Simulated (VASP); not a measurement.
BN: single point with PBE

The system is BN.

```
B N
1.0
     0.00000    1.82676    1.82676
     1.82676    0.00000    1.82676
     1.82676    1.82676    0.00000
B N
1 1
Direct
  0.00000 0.00000 0.00000
  0.75000 0.75000 0.75000
```

This cell differs from its parent crystal: volume 6.096 Å^3 an atom, c/a of the conventional cell 1.0000.

```yaml
Program: VASP 6.6.1
Task: single point
Functional: PBE
Potentials_or_basis: VASP PAW PBE potentials, release 64 (B, N)
Cutoff: 520 eV
k_mesh: 12 × 12 × 12
Occupations: gaussian, width 0.05 eV
Spin: no spin polarisation
```

| Property | Result |
| --- | --- |
| Pressure | -8.3 GPa |
| Band gap on the k mesh | 4.42 eV, indirect (least direct gap 8.67 eV) |

Levels at points of the mesh, in eV from the valence-band top:
| k point | band 1 | band 2 | band 3 | band 4 | band 5 | band 6 | band 7 | band 8 | band 9 |
| --- | --- | --- | --- | --- | --- | --- | --- | --- | --- |
| (0.00, 0.00, 0.00) | -19.87 | 0.00 | 0.00 | 0.00 | 8.67 | 8.67 | 8.67 | 9.84 | 24.16 |
| (0.50, 0.00, 0.00) | -15.81 | -10.40 | -1.88 | -1.88 | 9.73 | 10.53 | 10.53 | 14.93 | 23.01 |
| (0.50, 0.50, 0.00) | -14.48 | -8.71 | -4.75 | -4.75 | 4.42 | 9.05 | 17.43 | 17.43 | 20.25 |

It took 6.2 s on 1 thread of AMD EPYC 9R14 (Zen 4) (shared host), peak memory 0.09 GiB.

 A k mesh can miss the band edges.
